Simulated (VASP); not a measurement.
Write the native input for VASP 6.6.1 that does the following.

| Item | Value |
| --- | --- |
| Task | single point |
| Functional | r2SCAN |
| Potentials or basis | VASP PAW PBE potentials, release 64 (B, P) |
| Cutoff | 520 eV |
| k mesh | 10 × 10 × 10 |
| Occupations | gaussian, width 0.01 eV |
| Spin | no spin polarisation |
| Dipole correction | no |
| Further INCAR settings | ALGO = Normal; EDIFF = 1e-06; NBANDS = 11 |

The system is BP.

```xyz
2
Lattice="0.0000 2.1776 2.3053 2.1776 0.0000 2.3053 2.1776 2.1776 0.0000" Properties=species:S:1:pos:R:3 pbc="T T T"
B     0.0000    0.0000    0.0000
P     1.0888    1.0888    1.1526
```

This cell differs from its parent crystal: epitaxial xy strain -4.0%.

These files were run (other wordings do the same):

POSCAR

```
BP
1.0
    0.0000000000      2.1775830566      2.3052611132
    2.1775830566      0.0000000000      2.3052611132
    2.1775830566      2.1775830566      0.0000000000
B P
1 1
Direct
    0.0000000000      0.0000000000      0.0000000000
    0.2500000000      0.2500000000      0.2500000000
```

INCAR.step1

```
SYSTEM = BP
ALGO     = Normal         ! electronic algorithm
EDIFF    = 1E-4           ! SCF threshold, eV
ENCUT    = 520            ! plane-wave cutoff, eV
GGA      = PE             ! functional
ISMEAR   = 0              ! smearing method
LASPH    = .True.         ! aspherical terms in the spheres
LCHARG   = .False.        ! write CHGCAR
LREAL    = .False.        ! projectors in reciprocal space
LWAVE    = .True.         ! write WAVECAR
NBANDS   = 11             ! bands
NELM     = 60             ! most SCF steps
PREC     = Accurate       ! precision mode
SIGMA    = 0.01           ! smearing width, eV
```

INCAR.step2

```
SYSTEM = BP
ALGO     = Normal         ! electronic algorithm
EDIFF    = 1E-6           ! SCF threshold, eV
ENCUT    = 520            ! plane-wave cutoff, eV
ISIF     = 2              ! what is computed and relaxed
ISMEAR   = 0              ! smearing method
ISTART   = 1            
LASPH    = .True.         ! aspherical terms in the spheres
LCHARG   = .False.        ! write CHGCAR
LMIXTAU  = .True.       
LREAL    = .False.        ! projectors in reciprocal space
LWAVE    = .False.        ! write WAVECAR
METAGGA  = R2SCAN         ! meta-GGA
NBANDS   = 11             ! bands
NELM     = 60             ! most SCF steps
PREC     = Accurate       ! precision mode
SIGMA    = 0.01           ! smearing width, eV
```

KPOINTS

```
k-points
0
Gamma
  10 10 10
  0 0 0
```

Potentials or basis: VASP PAW PBE potentials, release 64 (B, P).

Command:

```console
$ cat potpaw_PBE.64/B/POTCAR potpaw_PBE.64/P/POTCAR > POTCAR
$ cp INCAR.step1 INCAR
$ mpirun -np 1 vasp_std > vasp.out
$ cp INCAR.step2 INCAR
$ mpirun -np 1 vasp_std > vasp.out
```

Results of the run:

The pressure is 11.9 GPa and the band gap on the k mesh is 0.89 eV (least direct gap 3.44 eV).

Caveat: the cell differs from its parent crystal (epitaxial xy strain -4.0%); the cell stands under pressure; the PAW data sets were made with another functional, which shifts forces and pressure a little.

Wall time 22 s on 1 thread of Intel(R) Xeon(R) 6975P-C (Granite Rapids), with other jobs on the host, peak memory 0.15 GiB.
